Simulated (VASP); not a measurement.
Runs of VASP 6.6.1 on TaN. The structure is that of space group P6_3mc (No. 186), or close to it. The cells are those of the table. 

```csv
task,cell,cutoff (eV),gap on the mesh (eV),pressure (GPa),largest force (eV/Å)
electric field gradients,"a = 2.989, b = 2.989, c = 4.940 Å, angles 90.0, 90.0, 120.0°, 4 atoms",520,none,(a),3.51
electric field gradients,"a = 3.081, b = 3.081, c = 4.940 Å, angles 90.0, 90.0, 120.0°, 4 atoms",520,none,108.1,1.69
single point,"a = 3.020, b = 3.020, c = 4.940 Å, angles 90.0, 90.0, 120.0°, 4 atoms",600,none,137.7,2.85
electric field gradients,"a = 3.020, b = 3.020, c = 4.940 Å, angles 90.0, 90.0, 120.0°, 4 atoms",520,none,137.8,2.85
```

Alike in all rows: level LDA; potentials or basis VASP PAW LDA potentials, release 64 (Ta_pv, N); no spin polarisation; k mesh 9 × 9 × 5; smearing fermi-dirac 0.03 eV.

Task: Fill in the values left out.

Result: (a) 154.6.

Caveats: the cell stands under pressure; spin-orbit coupling is left out, which moves the levels of the heavy elements; forces of over 1 eV/Å act on the atoms, so gaps and moduli don't describe the material at rest.

A k mesh can miss the band edges, and the runs leave out spin-orbit coupling on Ta.

A gap of «none» marks levels without a gap at the run's occupations.
